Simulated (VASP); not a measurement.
Here is a VASP 6.6.1 calculation.

INCAR

```
  ALGO = Normal
  EDIFF = 1E-6
  ENCUT = 520
  GGA = PE
  ISIF = 2
  ISMEAR = 0
  LASPH = T
  LCHARG = T
  LELF = T
  LREAL = F
  LVHAR = T
  LWAVE = F
  NBANDS = 42
  NELM = 80
  PREC = Accurate
  SIGMA = 0.1
```

File KPOINTS:

```
k-points
0
Gamma
  8 8 12
```

File POSCAR:

```
In3GeO2
1.0
    2.8463662777     -7.0658169567      0.0000000000
    2.8463662777      7.0658169567      0.0000000000
    0.0000000000      0.0000000000      3.0967171048
In Ge O
3 1 2
Direct
    0.8066138345      0.1933861655      0.0000000000
    0.1933861655      0.8066138345      0.0000000000
    0.5000000000      0.5000000000      0.5000000000
    0.0000000000      0.0000000000      0.0000000000
    0.5000000000      0.0000000000      0.5000000000
    0.0000000000      0.5000000000      0.5000000000
```

Potentials or basis: VASP PAW PBE potentials, release 64 (In_d, Ge_d, O).

Launch:

```bash
$ cat potpaw_PBE.64/In_d/POTCAR potpaw_PBE.64/Ge_d/POTCAR potpaw_PBE.64/O/POTCAR > POTCAR
$ mpirun -np 1 vasp_std > vasp.out
```

Problem. Estimate the band gap on the k mesh.

Solution. Zero (an odd number of electrons rules out a gap without spin polarisation).

Problem. Estimate the largest force.

Solution. 0.032 eV/Å.

Stress tensor (GPa, compression positive):
```
0.14 0.00 0.00
0.00 0.01 0.00
0.00 0.00 0.15
```

Caveat: spin-orbit coupling is left out, which moves the levels of the heavy elements; an odd number of electrons without spin polarisation forces a metal; a magnetic or distorted state may lie lower.
